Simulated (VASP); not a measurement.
# AlRu (WC type) (P-6m2) in VASP: a series of runs

AlRu (WC type) is run at these levels: PBE; tasks: single point.

Everything below comes from runs of VASP 6.6.1. Logs are shortened: lines on timing, memory, paths and dates and some standing lists are left out, and cuts for length are marked.

## (1) The cell of the first run

The structure is hexagonal, space group P-6m2 (No. 187). Conventional cell: a = 2.353 Å, b = 2.353 Å, c = 3.242 Å, α = 90.00°, β = 90.00°, γ = 120.00°. Within 2.8 Å of Ru (site symmetry -6m2) lie 6 Al at 2.12 Å and 6 Ru at 2.35 Å. Al (site symmetry -6m2) has 6 Ru at 2.12 Å and 6 Al at 2.35 Å within 2.8 Å.

## (2) Single point, PBE

The input, INCAR:

```
SYSTEM = AlRu
ALGO = Normal
EDIFF = 1E-6
ENCUT = 520
GGA = PE
ISIF = 2
ISMEAR = -1
LASPH = .TRUE.
LCHARG = .TRUE.
LELF = .TRUE.
LREAL = .FALSE.
LVHAR = .TRUE.
LWAVE = .FALSE.
NBANDS = 16
NELM = 80
PREC = Accurate
SIGMA = 0.05
```

The input, KPOINTS:

```
k-points
0
G
  13 13 12
  0 0 0
```

The input, POSCAR:

```
AlRu
1.0
    2.3528891640      0.0000000000      0.0000000000
   -1.1764445820      2.0376617883      0.0000000000
    0.0000000000      0.0000000000      3.2421935578
Ru Al
1 1
Direct
    0.0000000000      0.0000000000      0.0000000000
    0.3333333333      0.6666666667      0.5000000000
```

Potentials or basis: VASP PAW PBE potentials, release 64 (Ru_pv, Al).

The run is started by

```console
cat potpaw_PBE.64/Ru_pv/POTCAR potpaw_PBE.64/Al/POTCAR > POTCAR
mpirun -np 1 vasp_std > vasp.out
```

OUTCAR:

```text
SYSTEM = AlRu
   EDIFF = 1E-6
   ENCUT = 520
   GGA = PE
   ISIF = 2
   ISMEAR = -1
   LASPH = .TRUE.
   LREAL = .FALSE.
   NELM = 80
   PREC = Accurate

 ion  position               nearest neighbor table
   1  0.000  0.000  0.000-   2 2.12   2 2.12   2 2.12   2 2.12   2 2.12   2 2.12   2 3.16   2 3.16
                             2 3.16   2 3.16   2 3.16   2 3.16
   2  0.333  0.667  0.500-   1 2.12   1 2.12   1 2.12   1 2.12   1 2.12   1 2.12   1 3.16   1 3.16
                             1 3.16   1 3.16   1 3.16   1 3.16

  LATTYP: Found a hexagonal cell.
 ALAT       =     2.3528891640
 C/A-ratio  =     1.3779627223

  Lattice vectors:

 A1 = (   2.3528891640,   0.0000000000,   0.0000000000)
 A2 = (  -1.1764445820,   2.0376617883,   0.0000000000)
 A3 = (   0.0000000000,   0.0000000000,   3.2421935578)

Analysis of symmetry for initial positions (statically):
=====================================================================
 Subroutine PRICEL returns:
 Original cell was already a primitive cell.

 Routine SETGRP: Setting up the symmetry group for a
 hexagonal supercell.

 Subroutine GETGRP returns: Found 12 space group operations
 (whereof 12 operations were pure point group operations)
 out of a pool of 24 trial point group operations.

The static configuration has the point symmetry D_3h.

Analysis of symmetry for dynamics (positions and initial velocities):
=====================================================================
 Subroutine PRICEL returns:
 Original cell was already a primitive cell.

 Routine SETGRP: Setting up the symmetry group for a
 hexagonal supercell.

 Subroutine GETGRP returns: Found 12 space group operations
 (whereof 12 operations were pure point group operations)
 out of a pool of 24 trial point group operations.

The dynamic configuration has the point symmetry D_3h.

 Subroutine INISYM returns: Found 12 space group operations
 (whereof 12 operations are pure point group operations),
 and found     1 'primitive' translations

----------------------------------------------------------------------------------------

                                     Primitive cell

  volume of cell :      15.5443

  direct lattice vectors                    reciprocal lattice vectors
     2.352889164  0.000000000  0.000000000     0.425009395  0.245379289  0.000000000
    -1.176444582  2.037661788  0.000000000     0.000000000  0.490758577  0.000000000
     0.000000000  0.000000000  3.242193558     0.000000000  0.000000000  0.308433159

  length of vectors
     2.352889164  2.352889164  3.242193558     0.490758577  0.490758577  0.308433159

  position of ions in fractional coordinates (direct lattice)
     0.000000000  0.000000000  0.000000000
     0.333333333  0.666666667  0.500000000

  ion indices of the primitive-cell ions
   primitive index   ion index
                 1           1
                 2           2

----------------------------------------------------------------------------------------

 KPOINTS: k-points

Automatic generation of k-mesh.
 Grid dimensions read from file:
 generate k-points for:   13   13   12

 Generating k-lattice:

  Cartesian coordinates                     Fractional coordinates (reciprocal lattice)
     0.032693030  0.018875330  0.000000000     0.076923077  0.000000000  0.000000000
     0.000000000  0.037750660  0.000000000     0.000000000  0.076923077  0.000000000
     0.000000000  0.000000000  0.025702763     0.000000000  0.000000000  0.083333333

  Length of vectors
     0.037750660  0.037750660  0.025702763

  Shift w.r.t. Gamma in fractional coordinates (k-lattice)
     0.000000000  0.000000000  0.000000000

 Subroutine IBZKPT returns following result:
 ===========================================

 Found    147 irreducible k-points:

 Following reciprocal coordinates:
            Coordinates               Weight
  0.000000  0.000000  0.000000      1.000000
  0.076923  0.000000  0.000000      6.000000
  0.153846 -0.000000  0.000000      6.000000
  0.230769 -0.000000  0.000000      6.000000
  0.307692 -0.000000  0.000000      6.000000
  0.384615 -0.000000  0.000000      6.000000
[... 16 lines left out ...]
  0.076923  0.000000  0.083333     12.000000
  0.153846 -0.000000  0.083333     12.000000
 [... further k-points ...]
   k-points           NKPTS =    147   k-points in BZ     NKDIM =    147   number of bands    NBANDS=     16
   number of dos      NEDOS =    301   number of ions     NIONS =      2
   total plane-waves  NPLWV =   7776
   dimension x,y,z NGX =    18 NGY =   18 NGZ =   24
   dimension x,y,z NGXF=    36 NGYF=   36 NGZF=   48
   ions per type =               1   1
   NGX,Y,Z   is equivalent  to a cutoff of  12.72, 12.72, 12.31 a.u.
   NGXF,Y,Z  is equivalent  to a cutoff of  25.44, 25.44, 24.61 a.u.
 SYSTEM =  AlRu
   PREC   = accura    normal or accurate (medium, high low for compatibility)
   ISTART =      0    job   : 0-new  1-cont  2-samecut
   ICHARG =      2    charge: 1-file 2-atom 10-const
   ISPIN  =      1    spin polarized calculation?
   LNONCOLLINEAR =      F non collinear calculations
   LSORBIT =      F    spin-orbit coupling
   LASPH  =      T    aspherical Exc in radial PAW
   ENCUT  =  520.0 eV  38.22 Ry    6.18 a.u.   4.37  4.37  6.03*2*pi/ulx,y,z
   NELM   =     80;   NELMIN=  2; NELMDL= -5     # of ELM steps
   EDIFF  = 0.1E-05   stopping-criterion for ELM
   LREAL  =      F    real-space projection
   EDIFFG = 0.1E-04   stopping-criterion for IOM
   NSW    =      0    number of steps for IOM
   IBRION =     -1    ionic relax: 0-MD 1-quasi-New 2-CG
   NFREE  =      0    steps in history (QN), initial steepest desc. (CG)
   ISIF   =      2    stress and relaxation
   ISYM   =      2    0-nonsym 1-usesym 2-fastsym
   POTIM  = 0.5000    time-step for ionic-motion
   TEBEG  =    0.0;   TEEND  =   0.0 temperature during run
   PSTRESS=    0.0 pullay stress
   NELECT =      17.0000    total number of electrons
   NUPDOWN=      -1.0000    fix difference up-down
   EMIN   =  10.00;   EMAX   =-10.00  energy-range for DOS
   EFERMI =   0.00;   METHOD = LEGACY
   ISMEAR =    -1;   SIGMA  =   0.05  broadening in eV -4-tet -1-fermi 0-gaus
   EFERMI_NEDOS =   21; number of points for ismear=-14 and -15
   IALGO  =     38    algorithm
   IMIX   =      4    mixing-type and parameters
     AMIX     =   0.40;   BMIX     =  1.00
     AMIX_MAG =   1.60;   BMIX_MAG =  1.00
  volume/ion in A,a.u.               =       7.77        52.45
  Fermi-wavevector in a.u.,A,eV,Ry     =   1.686684  3.187370 38.707238  2.844902
  Thomas-Fermi vector in A             =   2.769305
   LORBIT       =      0    0 simple, 1 ext, 2 COOP (PROOUT), +10 PAW based schemes
   GGA     = PE    functional components
   LHFCALC =     F    Hartree Fock is set to
   AEXX    =    0.0000 exact exchange contribution
   IVDW    =     0    specifies the selected vdW correction
   LEPSILON=     F    determine dielectric tensor
   LRPA    =     F    only Hartree local field effects (RPA)
 non-spin polarized calculation
  energy-cutoff  :      520.00
  volume of cell :       15.54
 maximum number of plane-waves:       438
 NGX is ok and might be reduce to    18
   NGX =  9   NGY =  9   NGZ = 13

 number of electron      17.0000006 magnetization

 Free energy of the ion-electron system (eV)
  ---------------------------------------------------
  ext. energy  EPLUGINS =         0.00000000
  ---------------------------------------------------
  free energy    TOTEN  =        -4.19978214 eV

  energy without entropy =       -4.19352830  energy(sigma->0) =       -4.19665522

 E-fermi :  21.4491     XC(G=0): -15.6039

 val. band max:       21.4178571686   @ k =   0.0000   0.0000   0.0000
 cond. band min:      21.4579298713   @ k =   0.3846  -0.0000   0.4167
 fundamental gap:      0.0400727026
 Fermi energy:        21.4490789526

 k-point     1 :       0.0000    0.0000    0.0000
  band No.  band energies     occupation
      1     -22.2372      2.00000
      2     -20.6363      2.00000
      3     -20.6363      2.00000
      4       7.3663      2.00000
      5      12.7528      2.00000
      6      17.2799      2.00000
[... 8 lines left out ...]
     15      36.9791      0.00000
     16      41.9624      0.00000

 k-point     2 :       0.0769    0.0000    0.0000
  band No.  band energies     occupation
      1     -22.2099      2.00000
      2     -20.8215      2.00000
      3     -20.6760      2.00000
      4       7.5962      2.00000
      5      13.0579      2.00000
      6      16.9419      2.00000
[... 8 lines left out ...]
     15      37.5165      0.00000
     16      41.1124      0.00000

 k-point     3 :       0.1538   -0.0000    0.0000
  band No.  band energies     occupation
      1     -22.1334      2.00000
      2     -21.3206      2.00000
      3     -20.7850      2.00000
      4       8.2446      2.00000
      5      13.7449      2.00000
      6      16.3293      2.00000
[... 8 lines left out ...]
     15      39.0601      0.00000
     16      39.6746      0.00000

 k-point     4 :       0.2308   -0.0000    0.0000
  band No.  band energies     occupation
      1     -22.0240      2.00000
      2     -21.9922      2.00000
      3     -20.9359      2.00000
      4       9.2141      2.00000
      5      13.8007      2.00000
      6      16.0981      2.00000
[... 8 lines left out ...]
     15      38.7328      0.00000
     16      40.5623      0.00000
[... 324 lines left out ...]
 k-point    22 :       0.0000    0.0000    0.0833
  band No.  band energies     occupation
      1     -22.2510      2.00000
      2     -20.6361      2.00000
      3     -20.6361      2.00000
      4       7.5267      2.00000
      5      12.7666      2.00000
      6      17.2791      2.00000
[... 8 lines left out ...]
     15      36.8200      0.00000
     16      41.7858      0.00000

 k-point    23 :       0.0769    0.0000    0.0833
  band No.  band energies     occupation
      1     -22.2233      2.00000
      2     -20.8211      2.00000
      3     -20.6758      2.00000
      4       7.7534      2.00000
      5      13.0730      2.00000
      6      16.9438      2.00000
[... 8 lines left out ...]
     15      37.3857      0.00000
     16      40.9710      0.00000

 k-point    24 :       0.1538   -0.0000    0.0833
  band No.  band energies     occupation
      1     -22.1457      2.00000
      2     -21.3197      2.00000
      3     -20.7849      2.00000
      4       8.3908      2.00000
      5      13.7634      2.00000
      6      16.3389      2.00000
[... 8 lines left out ...]
     15      38.9655      0.00000
     16      39.5896      0.00000

 [... further k-points ...]

------------------------ aborting loop because EDIFF is reached ----------------------------------------

  FORCE on cell =-STRESS in cart. coord.  units (eV):
  Direction    XX          YY          ZZ          XY          YZ          ZX
  --------------------------------------------------------------------------------------
  -------------------------------------------------------------------------------------
  Total       39.9667783     39.9667783     39.9424092      0.0000000      0.0000000      0.0000000
  in kB     4119.4308266   4119.4308265   4116.9190632      0.0000000      0.0000000      0.0000000
  external PRESSURE =    4118.5935721 kB  Pullay stress =       0.0000000 kB

 VOLUME and BASIS-vectors are now :
 -----------------------------------------------------------------------------
  energy-cutoff  :      520.00
  volume of cell :       15.54
      direct lattice vectors                 reciprocal lattice vectors
     2.352889164  0.000000000  0.000000000     0.425009395  0.245379289  0.000000000
    -1.176444582  2.037661788  0.000000000     0.000000000  0.490758577  0.000000000
     0.000000000  0.000000000  3.242193558     0.000000000  0.000000000  0.308433159

 POSITION                                       TOTAL-FORCE (eV/Angst)
 -----------------------------------------------------------------------------------
      0.00000      0.00000      0.00000         0.000000      0.000000      0.000000
     -0.00000      1.35844      1.62110        -0.000000      0.000000      0.000000
 -----------------------------------------------------------------------------------
    total drift:                               -0.000000      0.000000      0.000000

  FREE ENERGIE OF THE ION-ELECTRON SYSTEM (eV)
  ---------------------------------------------------
  free  energy   TOTEN  =        -4.1997821438 eV

  energy  without entropy=       -4.1935282956  energy(sigma->0) =       -4.19665522
```

Run time: 29 s. Hardware: 1 thread of Intel Xeon Platinum 8488C (Sapphire Rapids), shared host; peak memory 0.15 GiB.

What came out:

| Quantity | Value |
| --- | --- |
| Free energy | -4.1998 eV |
| Pressure | 411.9 GPa |
| Band gap on the k mesh | zero (an odd number of electrons rules out a gap without spin polarisation) |

Stress tensor (GPa, compression positive):
```
411.94   0.00   0.00
  0.00 411.94   0.00
  0.00   0.00 411.69
```

Caveat: the cell stands under pressure.

## (3) Single point, PBE (7.77 Å³/atom)

The input, INCAR:

```
PREC = Accurate
ENCUT = 520
EDIFF = 1E-6
ISMEAR = -1
SIGMA = 0.05
LREAL = False
LASPH = True
NELM = 60
ALGO = Normal
ISIF = 2
LWAVE = False
LCHARG = False
GGA = PE
NBANDS = 16
```

The input, KPOINTS:

```
regular mesh
0
Gamma
  13 13 12
```

POSCAR is that of step 2.

Potentials or basis: VASP PAW PBE potentials, release 64 (Ru_pv, Al).

The run is started by

```console
cat potpaw_PBE.64/Ru_pv/POTCAR potpaw_PBE.64/Al/POTCAR > POTCAR
mpirun -np 1 vasp_std > vasp.out
```

It took 29 s on 1 thread of Intel Xeon Platinum 8488C (Sapphire Rapids), shared host; peak memory 0.15 GiB.

It converged, with:

- Free energy: -4.1998 eV
- Pressure: 411.9 GPa
- Band gap on the k mesh: zero (an odd number of electrons rules out a gap without spin polarisation)

Stress tensor (GPa, compression positive):
```
411.94   0.00   0.00
  0.00 411.94   0.00
  0.00   0.00 411.69
```

Levels at points of the mesh, in eV from the Fermi level:
```tsv
k point	band 5	band 6	band 7	band 8	band 9	band 10	band 11	band 12
(0.00, 0.00, 0.00)	-8.70	-4.17	-4.17	-0.03	-0.03	0.84	9.58	11.65
(0.00, 0.00, 0.50)	-9.22	-4.17	-4.17	-4.15	-0.69	-0.69	9.81	11.65
```

Caveat: the cell stands under pressure.

## (4) Single point, PBE

This run uses another cell than the first one, of 9.04 Å³/atom.

The input, INCAR:

```
PREC     = Accurate       # precision mode
ENCUT    = 520            # plane-wave cutoff, eV
EDIFF    = 1E-6           # SCF threshold, eV
ISMEAR   = -1             # smearing method
SIGMA    = 0.05           # smearing width, eV
LREAL    = F              # projectors in reciprocal space
LASPH    = T              # aspherical terms in the spheres
NELM     = 100            # most SCF steps
ALGO     = Normal         # electronic algorithm
ISIF     = 2              # what is computed and relaxed
LWAVE    = F              # write WAVECAR
LCHARG   = F              # write CHGCAR
GGA      = PE             # functional
NBANDS   = 16             # bands
```

KPOINTS is that of step 3.

The input, POSCAR:

```
AlRu
1.0
    2.4704948637      0.0000000000      0.0000000000
   -1.2352474319      2.1395113119      0.0000000000
    0.0000000000      0.0000000000      3.4220886168
Ru Al
1 1
Direct
    0.0000000000      0.0000000000      0.0000000000
    0.3333333333      0.6666666667      0.5000000000
```

The run is started by

```console
cat potpaw_PBE.64/Ru_pv/POTCAR potpaw_PBE.64/Al/POTCAR > POTCAR
mpirun -np 1 vasp_std > vasp.out
```

It took 37 s on 1 thread of Intel Xeon Platinum 8488C (Sapphire Rapids), shared host; peak memory 0.16 GiB.

It converged, with:

```
Free energy            : -9.1083 eV
Pressure               : 224.6 GPa
Band gap on the k mesh : zero (an odd number of electrons rules out a gap without spin polarisation)
```

Stress tensor (GPa, compression positive):
```
224.67   0.00   0.00
  0.00 224.67   0.00
  0.00   0.00 224.55
```

Levels at points of the mesh, in eV from the Fermi level:
```csv
k point,band 6,band 7,band 8,band 9,band 10,band 11
"(0.00, 0.00, 0.00)",-3.30,-3.30,0.07,0.07,0.25,8.89
"(0.00, 0.00, 0.50)",-3.61,-3.29,-3.29,-0.43,-0.43,10.00
```

Caveat: the cell stands under pressure.
